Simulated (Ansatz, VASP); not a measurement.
BaTiO3 in VASP and in Ansatz

File INCAR:

```
SYSTEM = BaTiO3
ALGO     = Normal         ! electronic algorithm
EDIFF    = 1E-6           ! SCF threshold, eV
ENCUT    = 520            ! plane-wave cutoff, eV
GGA      = PE             ! functional
ISIF     = 2              ! what is computed and relaxed
ISMEAR   = -1             ! smearing method
LASPH    = .TRUE.         ! aspherical terms in the spheres
LCHARG   = .TRUE.         ! write CHGCAR
LELF     = .TRUE.         ! ELF
LREAL    = .FALSE.        ! projectors in reciprocal space
LVHAR    = .TRUE.       
LWAVE    = .FALSE.        ! write WAVECAR
NBANDS   = 28             ! bands
NELM     = 80             ! most SCF steps
PREC     = Accurate       ! precision mode
SIGMA    = 0.02           ! smearing width, eV
```

File KPOINTS:

```
k-points
0
G
  6 6 6
  0 0 0
```

File POSCAR:

```
BaTiO3
1.0
    3.9720350479      0.0000000000      0.0000000000
    0.0000000000      3.9720350479      0.0000000000
    0.0000000000      0.0000000000      4.1130046760
Ba Ti O
1 1 3
Direct
    0.5000000000      0.5000000000      0.5850405723
    0.0000000000      0.0000000000      0.1031610767
    0.0000000000      0.5000000000      0.0629129848
    0.5000000000      0.0000000000      0.0629129848
    0.0000000000      0.0000000000      0.5459693716
```

Input for Ansatz:

```yaml
crystal:
  lattice:
    - [3.9720350479, 0.0, 0.0]
    - [0.0, 3.9720350479, 0.0]
    - [0.0, 0.0, 4.113004676]
  atoms:
    - { symbol: Ba, position: [0.5, 0.5, 0.5850405723] }
    - { symbol: Ti, position: [0.0, 0.0, 0.1031610767] }
    - { symbol: O, position: [0.0, 0.5, 0.0629129848] }
    - { symbol: O, position: [0.5, 0.0, 0.0629129848] }
    - { symbol: O, position: [0.0, 0.0, 0.5459693716] }
kpoints:
  mp_grid: { grid: [6, 6, 6] }
  band_path:
    path:
      - [[0.0, 0.0, 0.0], [-1.734181349823e-117, 0.5, 1.880508920218e-68], [0.5, 0.5, -7.964184508563e-34], [0.0, 0.0, 0.0], [-1.825543756145e-50, 6.730863471395e-85, 0.5], [-1.825543756145e-50, 0.5, 0.5], [0.5, 0.5, 0.5], [-1.825543756145e-50, 6.730863471395e-85, 0.5]]
      - [[-1.734181349823e-117, 0.5, 1.880508920218e-68], [-1.825543756145e-50, 0.5, 0.5]]
      - [[0.5, 0.5, -7.964184508563e-34], [0.5, 0.5, 0.5]]
    npoints: 10
hamiltonian:
  xc: pbe
scf:
  occupations: { method: fermi_dirac, width: 0.02 }
  n_extra_bands: 5
output:
  forces: true
  stress: true
  eigenvalues: true
```

Alike in both runs: task single point; functional PBE; k mesh 6 × 6 × 6; occupations fermi-dirac, width 0.02 eV; no spin polarisation.

|  | VASP | Ansatz |
| --- | --- | --- |
| version | VASP 6.6.1 | Ansatz 0.2.0 |
| potentials or method | VASP PAW PBE potentials, release 64 (Ba_sv, Ti_sv, O) | plane waves, PAW |
| plane-wave cutoff (eV) | 520 | 420 |
| valence electrons in the cell | 40 | 40 |

Ansatz gave:

```
gap on the k mesh at the Fermi level (eV)                     : 1.87
pressure (GPa)                                                : 3.2
traceless stress, the component that is largest in VASP (GPa) : 0.10
rms of the force components (eV/Å)                            : 0.040
```

**Question.** What did VASP give for the same quantities?

**Answer.** gap on the k mesh at the Fermi level (eV): 1.81; pressure (GPa): 4.9; traceless stress, the component that is largest in VASP (GPa): 0.13; rms of the force components (eV/Å): 0.064.

Atom by atom the forces differ by 0.029 eV/Å (rms over components). The functional is the same, so the differences come from potentials, cutoffs and numerics.

Spin-orbit coupling is off throughout.
